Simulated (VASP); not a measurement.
Set up this calculation in VASP 6.6.1, as the native input.

```yaml
Task: single point
Functional: PBE
Potentials_or_basis: VASP PAW PBE potentials, release 64 (Hf_pv, O)
Cutoff: 520 eV
k_mesh: 6 × 6 × 6
Occupations: gaussian, width 0.01 eV
Spin: no spin polarisation
Dipole_correction: no
Further_INCAR_settings: ALGO = Normal; EDIFF = 1e-07; NBANDS = 18
```

The structure of HfO2 lies in POSCAR:

```
HfO2
1.0
    0.0000000000      2.5291823180      2.5291823180
    2.5291823180      0.0000000000      2.5291823180
    2.5291823180      2.5291823180      0.0000000000
Hf O
1 2
Direct
    0.0000000000      0.0000000000      0.0000000000
    0.2500000000      0.2500000000      0.2500000000
    0.7500000000      0.7500000000      0.7500000000
```

These files were run (other wordings do the same):

INCAR

```
SYSTEM = HfO2
ALGO     = Normal         ! electronic algorithm
EDIFF    = 1E-7           ! SCF threshold, eV
ENCUT    = 520            ! plane-wave cutoff, eV
GGA      = PE             ! functional
ISIF     = 2              ! what is computed and relaxed
ISMEAR   = 0              ! smearing method
LASPH    = .TRUE.         ! aspherical terms in the spheres
LCHARG   = .FALSE.        ! write CHGCAR
LREAL    = .FALSE.        ! projectors in reciprocal space
LWAVE    = .FALSE.        ! write WAVECAR
NBANDS   = 18             ! bands
NELM     = 60             ! most SCF steps
PREC     = Accurate       ! precision mode
SIGMA    = 0.01           ! smearing width, eV
```

KPOINTS

```
k-points
0
G
  6 6 6
  0 0 0
```

Potentials or basis: VASP PAW PBE potentials, release 64 (Hf_pv, O).

Command:

```sh
$ cat potpaw_PBE.64/Hf_pv/POTCAR potpaw_PBE.64/O/POTCAR > POTCAR
$ mpirun -np 1 vasp_std > vasp.out
```

It gave:

* Pressure: 2.1 GPa
* Band gap on the k mesh: 3.82 eV, direct

Caveat: spin-orbit coupling is left out, which moves the levels of the heavy elements.

It took 6.4 s on 1 thread of Intel(R) Xeon(R) 6975P-C (Granite Rapids), on a shared host, peak memory 0.16 GiB.
